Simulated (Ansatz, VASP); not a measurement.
**CoO: VASP beside Ansatz**

```
CELL_PARAMETERS angstrom
0.00000 2.13150 2.17413
2.13150 0.00000 2.17413
2.13150 2.13150 0.00000
ATOMIC_POSITIONS crystal
Co 0.00000 0.00000 0.00000
O 0.50000 0.50000 0.50000
```

Change from the starting cell: zz strain of +2 %, crystal datasets.

Alike in both runs: task electric field gradients; functional PBE; k mesh 16 × 16 × 16; occupations fermi-dirac, width 0.05 eV; collinear spin.

```csv
,VASP,Ansatz
version,VASP 6.6.1,Ansatz 0.2.0
potentials or method,"VASP PAW PBE potentials, release 64 (Co, O), cutoff 520 eV","all-electron PAW with datasets made for the crystal, scalar-relativistic"
```

Ansatz gave:

```
pressure (GPa)                                                : -4.9
traceless stress, the component that is largest in VASP (GPa) : 0.19
net moment per atom (μB)                                      : 1.48
size of the moment on the site where the two differ most (μB) : 2.52
size of Vzz on the site where it differs most (V/Å²)          : 20.3
```

Problem. Which values does VASP return?

Solution. Pressure (GPa): -5.4; traceless stress, the component that is largest in VASP (GPa): -0.01; net moment per atom (μB): 1.47; size of the moment on the site where the two differ most (μB): 2.58; size of Vzz on the site where it differs most (V/Å²): 12.4.

Site moments also hang on the region over which each program counts them. Ansatz ran all-electron here, and VASP with PAW potentials.
